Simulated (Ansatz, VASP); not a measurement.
**Two plane-wave programs on AgI2**

Contents of INCAR:

```
PREC     = Accurate       # precision mode
ENCUT    = 520            # plane-wave cutoff, eV
EDIFF    = 1E-6           # SCF threshold, eV
ISMEAR   = 0              # smearing method
SIGMA    = 0.15           # smearing width, eV
LREAL    = F              # projectors in reciprocal space
LASPH    = T              # aspherical terms in the spheres
NELM     = 80             # most SCF steps
ALGO     = Normal         # electronic algorithm
ISIF     = 2              # what is computed and relaxed
LWAVE    = F              # write WAVECAR
LCHARG   = T              # write CHGCAR
GGA      = PS             # functional
LELF     = T              # ELF
LVHAR    = T            
NBANDS   = 20             # bands
```

Contents of KPOINTS:

```
Automatic mesh
0
Gamma
  14 14 10
```

Contents of POSCAR:

```
AgI2
1.0
    4.1183600750      0.0000000000      0.0000000000
    0.0000000000      4.1183600750      0.0000000000
    0.0000000000      0.0000000000      6.0173031915
Ag I
1 2
Direct
    0.0000000000      0.0000000000      0.5000000000
    0.5000000000      0.0000000000      0.7910272650
    0.0000000000      0.5000000000      0.2089727350
```

Input for Ansatz:

```yaml
crystal:
  lattice:
    - [4.118360075, 0.0, 0.0]
    - [0.0, 4.118360075, 0.0]
    - [0.0, 0.0, 6.0173031915]
  atoms:
    - { symbol: Ag, position: [0.0, 0.0, 0.5] }
    - { symbol: I, position: [0.5, 0.0, 0.791027265] }
    - { symbol: I, position: [0.0, 0.5, 0.208972735] }
basis:
  ecutwfc: 420
kpoints:
  mp_grid: { grid: [14, 14, 10] }
hamiltonian:
  xc: pbesol
scf:
  occupations: { method: gaussian, width: 0.15 }
output:
  forces: true
  stress: true
  eigenvalues: true
```

Alike in both runs: task single point; functional PBEsol; k mesh 14 × 14 × 10; occupations gaussian, width 0.15 eV; no spin polarisation.

```csv
,VASP,Ansatz
version,VASP 6.6.1,Ansatz 0.2.0
potentials or method,"VASP PAW PBE potentials, release 64 (Ag, I), cutoff 520 eV","scalar-relativistic, plane waves, PAW"
valence electrons in the cell,25,53
```

|  | VASP | Ansatz | Ansatz less VASP |
| --- | --- | --- | --- |
| gap on the k mesh at the Fermi level (eV) | none | none | - |
| pressure (GPa) | 0.3 | 0.3 | +0.03 |
| traceless stress, the component that is largest in VASP (GPa) | 0.31 | 0.32 | +0.011 |
| rms of the force components (eV/Å) | 0.032 | 0.034 | +0.0027 |

VASP's potentials were made for PBE, not for PBEsol. Atom by atom the forces differ by 0.003 eV/Å (rms over components). A gap of «none» marks a metal or a gap that the smearing closes. The functional is the same, so the differences come from potentials, cutoffs and numerics. VASP's potentials hold 25 valence electrons a cell and Ansatz's 53, so a difference there can come from the potentials and not from the codes.

Neither program's run includes spin-orbit coupling.
